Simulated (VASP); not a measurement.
Write the native input for VASP 6.6.1 that does the following.

```yaml
Task: single point
Functional: PBE
Potentials_or_basis: VASP PAW PBE potentials, release 64 (Sr_sv, Te)
Cutoff: 500 eV
k_mesh: 6 × 6 × 6
Occupations: fermi-dirac, width 0.02 eV
Spin: no spin polarisation
Dipole_correction: no
Further_INCAR_settings: ALGO = Normal; EDIFF = 1e-06; NBANDS = 15
```

The structure of SrTe lies in POSCAR:

```
SrTe
1.0
    0.0000000000      3.4198133696      3.4198133696
    3.4198133696      0.0000000000      3.4198133696
    3.4198133696      3.4198133696      0.0000000000
Sr Te
1 1
Direct
    0.0000000000      0.0000000000      0.0000000000
    0.5000000000      0.5000000000      0.5000000000
```

This cell differs from its parent crystal: strain +2.0%.

These files were run (other wordings do the same):

INCAR

```
PREC = Accurate ; ENCUT = 500
EDIFF = 1E-6 ; ISMEAR = -1
SIGMA = 0.02 ; LREAL = F
LASPH = T ; NELM = 120
ALGO = Normal ; ISIF = 2
LWAVE = F ; LCHARG = F
GGA = PE ; NBANDS = 15
GGA_COMPAT = F
```

KPOINTS

```
regular mesh
0
Gamma
  6 6 6
```

Potentials or basis: VASP PAW PBE potentials, release 64 (Sr_sv, Te).

Run with:

```console
$ cat potpaw_PBE.64/Sr_sv/POTCAR potpaw_PBE.64/Te/POTCAR > POTCAR
$ mpirun -np 1 vasp_std > vasp.out
```

Results of the run:

- Pressure: -1.5 GPa
- Band gap on the k mesh: 1.88 eV, indirect (least direct gap 2.52 eV)

Caveat: the cell differs from its parent crystal (strain +2.0%); spin-orbit coupling is left out, which moves the levels of the heavy elements.

Run time: 27 s on 1 thread of AMD EPYC 7R13, on a shared host, peak memory 0.18 GiB.
